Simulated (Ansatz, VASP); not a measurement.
# Ir: VASP beside Ansatz

Contents of INCAR:

```
PREC = Accurate
ENCUT = 500
EDIFF = 1E-6
ISMEAR = 0
SIGMA = 0.15
LREAL = F
LASPH = T
NELM = 120
ALGO = Normal
ISIF = 2
LWAVE = F
LCHARG = T
LELF = T
LVHAR = T
NBANDS = 14
GGA_COMPAT = F
```

Contents of KPOINTS:

```
Automatic mesh
0
Gamma
  22 22 22
```

POSCAR

```
Ir
1.0
    0.0000000000      1.9892203883      1.8414213134
    1.9892203883      0.0000000000      1.8414213134
    1.9892203883      1.9892203883      0.0000000000
Ir
1
Direct
    0.0000000000      0.0000000000      0.0000000000
```

Input for Ansatz:

```yaml
crystal:
  lattice:
    - [0.0, 1.9892203883, 1.8414213134]
    - [1.9892203883, 0.0, 1.8414213134]
    - [1.9892203883, 1.9892203883, 0.0]
  atoms:
    - { symbol: Ir, position: [0.0, 0.0, 0.0] }
basis:
  ecutwfc: 420
kpoints:
  mp_grid: { grid: [22, 22, 22] }
hamiltonian:
  xc: lda
  pseudopotentials: { kind: paw, azcp: { folder: soft_1 } }
scf:
  occupations: { method: gaussian, width: 0.15 }
output:
  forces: true
  stress: true
  eigenvalues: true
```

Alike in both runs: task single point; functional LDA; k mesh 22 × 22 × 22; occupations gaussian, width 0.15 eV; no spin polarisation.

|  | VASP | Ansatz |
| --- | --- | --- |
| version | VASP 6.6.1 | Ansatz 0.2.0 |
| potentials or method | VASP PAW LDA potentials, release 64 (Ir_sv_GW), cutoff 500 eV | scalar-relativistic, plane waves, PAW |
| valence electrons in the cell | 17 | 17 |

Ansatz gave:

* gap on the k mesh at the Fermi level (eV): none
* pressure (GPa): -17.1
* traceless stress, the component that is largest in VASP (GPa): 16.61

Which values does VASP return?

gap on the k mesh at the Fermi level (eV): none; pressure (GPa): -18.9; traceless stress, the component that is largest in VASP (GPa): 16.54.

Ansatz warns that its potentials were made for another functional, while VASP's fit it. LDA's correlation is that of Perdew and Zunger in VASP and of Perdew and Wang (1992) in Ansatz. A gap of «none» marks a metal or a gap that the smearing closes.

Spin-orbit coupling is off throughout.
